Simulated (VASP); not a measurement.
Li6Ag: single point with PBE

The system is Li6Ag.

```
Li Ag
1.0
     7.90762    0.00000    0.00000
    -3.95381    6.84820    0.00000
     0.00000    0.00000    2.83001
Li Ag
6 1
Direct
  0.00000 0.32656 0.50000
  0.67344 0.67344 0.50000
  0.32656 0.00000 0.50000
  0.00000 0.67344 0.50000
  0.32656 0.32656 0.50000
  0.67344 0.00000 0.50000
  0.00000 0.00000 0.00000
```

The cell was generated, and may not be a known phase.

```yaml
Program: VASP 6.6.1
Task: single point
Functional: PBE
Potentials_or_basis: VASP PAW PBE potentials, release 64 (Li_sv, Ag)
Cutoff: 520 eV
k_mesh: 6 × 6 × 14
Occupations: gaussian, width 0.1 eV
Spin: no spin polarisation
Dipole_correction: no
Further_INCAR_settings: ALGO = Fast; EDIFF = 1e-06; NBANDS = 24
```

```json
{"Largest force": "0.004 eV/Å", "Band gap on the k mesh": "zero (an odd number of electrons rules out a gap without spin polarisation)"}
```

Forces in eV/Å, atoms in the order of the input:
```
Li  -0.002  0.003  0.000
Li  -0.002 -0.003  0.000
Li   0.004  0.000  0.000
Li   0.002 -0.003  0.000
Li   0.002  0.003  0.000
Li  -0.004  0.000  0.000
Ag   0.000  0.000  0.000
```

Levels at points of the mesh, in eV from the Fermi level:
```tsv
k point	band 11	band 12	band 13	band 14	band 15	band 16	band 17	band 18	band 19	band 20
(0.00, 0.00, 0.00)	-3.86	-3.86	-1.88	-1.50	-1.50	-0.61	-0.48	-0.48	3.09	3.09
(0.50, 0.00, 0.00)	-3.86	-3.86	-2.66	-1.73	-1.53	0.11	0.49	1.03	1.29	1.34
(0.00, 0.00, 0.50)	-3.94	-0.59	0.13	1.18	1.18	2.13	2.13	2.45	3.16	3.61
(0.50, 0.00, 0.50)	-3.92	-0.10	-0.04	0.15	0.72	2.29	2.49	2.76	3.87	4.09
```

It took 4.4 min on 1 thread of Oxide Virtual Turin-like Processor, on a shared host, peak memory 0.35 GiB.
